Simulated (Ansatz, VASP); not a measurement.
# Two plane-wave programs on GaN

File INCAR:

```
PREC = Accurate
ENCUT = 520
EDIFF = 1E-6
ISMEAR = 0
SIGMA = 0.05
LREAL = F
LASPH = T
NELM = 60
ALGO = Normal
ISIF = 2
LWAVE = F
LCHARG = F
GGA = PE
NBANDS = 46
```

File KPOINTS:

```
Automatic mesh
0
Gamma
  8 6 6
```

POSCAR

```
GaN
1.0
   -3.2185392732      0.0000000000      0.0000000000
    0.0000000000      0.0000000000     -5.2433778863
    0.0000000001     -5.5746735474      0.0000000000
Ga N
4 4
Direct
    0.5000000000     -0.0013895049      0.1666683314
    0.0000000000     -0.0013895049      0.6666683314
    0.0000000000      0.4986104951      0.3333316686
    0.5000000000      0.4986104951      0.8333316686
    0.5000000000      0.6353507801      0.1666772176
    0.0000000000      0.6353507801      0.6666772176
    0.0000000000      0.1353507801      0.3333227824
    0.5000000000      0.1353507801      0.8333227824
```

Input for Ansatz:

```yaml
crystal:
  lattice:
    - [-3.2185392732, 0.0, 0.0]
    - [0.0, 0.0, -5.2433778863]
    - [1.0e-10, -5.5746735474, 0.0]
  atoms:
    - { symbol: Ga, position: [0.5, -0.0013895049, 0.1666683314] }
    - { symbol: Ga, position: [0.0, -0.0013895049, 0.6666683314] }
    - { symbol: Ga, position: [0.0, 0.4986104951, 0.3333316686] }
    - { symbol: Ga, position: [0.5, 0.4986104951, 0.8333316686] }
    - { symbol: "N", position: [0.5, 0.6353507801, 0.1666772176] }
    - { symbol: "N", position: [0.0, 0.6353507801, 0.6666772176] }
    - { symbol: "N", position: [0.0, 0.1353507801, 0.3333227824] }
    - { symbol: "N", position: [0.5, 0.1353507801, 0.8333227824] }
basis:
  ecutwfc: 520.0
kpoints:
  mp_grid: { grid: [8, 6, 6] }
hamiltonian:
  xc: pbe
  pseudopotentials: { kind: paw, azcp: { folder: soft_1 } }
scf:
  occupations: { method: gaussian, width: 0.05 }
output:
  forces: true
  stress: true
  eigenvalues: true
```

Change from the starting cell: mode 11 frozen in at +0.000 Å and mode 13 at -0.059 Å (largest displacements).

Alike in both runs: task single point; functional PBE; k mesh 8 × 6 × 6; occupations gaussian, width 0.05 eV; no spin polarisation.

|  | VASP | Ansatz |
| --- | --- | --- |
| version | VASP 6.6.1 | Ansatz 0.2.0 |
| potentials or method | VASP PAW PBE potentials, release 64 (Ga_d, N), cutoff 520 eV | scalar-relativistic, plane waves, PAW |
| valence electrons in the cell | 72 | 72 |

Ansatz gave:

| Quantity | Value |
| --- | --- |
| gap on the k mesh at the Fermi level (eV) | 1.62 |
| least direct gap on the mesh (eV) | 1.62 |
| pressure (GPa) | 0.4 |
| traceless stress, the component that is largest in VASP (GPa) | 5.00 |
| rms of the force components (eV/Å) | 0.528 |

Task: Estimate VASP's values.

Result: gap on the k mesh at the Fermi level (eV): 1.63; least direct gap on the mesh (eV): 1.63; pressure (GPa): 0.5; traceless stress, the component that is largest in VASP (GPa): 4.92; rms of the force components (eV/Å): 0.521.

Atom by atom the forces differ by 0.007 eV/Å (rms over components).
